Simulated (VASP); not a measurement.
Runs of VASP 6.6.1 on Ag. The structure is that of space group Im-3m (No. 229), or close to it. The cells are those of the table. This isn't the form of Ag at room conditions, which is fcc.

```csv
cell,gap on the mesh (eV),pressure (GPa)
"a = 2.724 Å, angles 109.5°, 1 atom",none,15.9
"a = 2.939 Å, angles 109.5°, 1 atom",none,-8.2
"a = 2.772 Å, angles 108.8, 108.8, 110.9°, 1 atom",none,7.5
"a = 2.796 Å, angles 109.5°, 1 atom",none,4.1
"a = 3.011 Å, angles 109.5°, 1 atom",none,(b)
"a = 2.748 Å, angles 110.2, 110.2, 108.1°, 1 atom",none,(a)
```

Alike in all rows: task single point; level r2SCAN; potentials or basis VASP PAW PBE potentials, release 64 (Ag); no spin polarisation; k mesh 20 × 20 × 20; cutoff (eV) 520; smearing gaussian 0.15 eV.

Fill in the values left out.

(a) 11.4; (b) -11.0.

Caveats: the PAW data sets were made with another functional, which shifts forces and pressure a little; the cell stands under pressure (at least some runs); the cell stands under tension (at least some runs).

A k mesh can miss the band edges, and the runs leave out spin-orbit coupling on Ag.

A gap of «none» marks levels without a gap at the run's occupations.
